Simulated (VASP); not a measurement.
A run of VASP 6.6.1:

The input INCAR:

```
SYSTEM = SmPb2
ALGO = Normal
EDIFF = 1E-6
ENCUT = 500
GGA = PE
GGA_COMPAT = .False.
ISIF = 2
ISMEAR = 0
LASPH = .True.
LCHARG = .True.
LELF = .True.
LMAXMIX = 6
LREAL = .False.
LVHAR = .True.
LWAVE = .False.
NBANDS = 26
NELM = 200
PREC = Accurate
SIGMA = 0.1
```

Contents of KPOINTS:

```
k-points
0
Gamma
  4 4 4
  0 0 0
```

The input POSCAR:

```
SmPb2
1.0
    4.0666624000      0.0000000000      0.0000000000
    0.0000000000      4.0666624000      0.0000000000
    0.0000000000      0.0000000000      5.2658258800
Sm Pb
1 2
Direct
    0.0000000000      0.0000000000      0.0000000000
    0.0000000000      0.5000000000      0.5000000000
    0.5000000000      0.0000000000      0.5000000000
```

Potentials or basis: VASP PAW PBE potentials, release 64 (Sm_3, Pb_d), 4f in core.

The run is started by

```sh
$ cat potpaw_PBE.64/Sm_3/POTCAR potpaw_PBE.64/Pb_d/POTCAR > POTCAR
$ mpirun -np 1 vasp_std > vasp.out
```

Hardware: 1 thread of Intel(R) Xeon(R) 6975P-C (Granite Rapids), with other jobs on the host.

**Question.** Estimate the wall time of this run.

**Answer.** Wall time 17 s on 1 thread of Intel(R) Xeon(R) 6975P-C (Granite Rapids), with other jobs on the host, peak memory 0.19 GiB. Counts: scf iterations 12, k points 18.
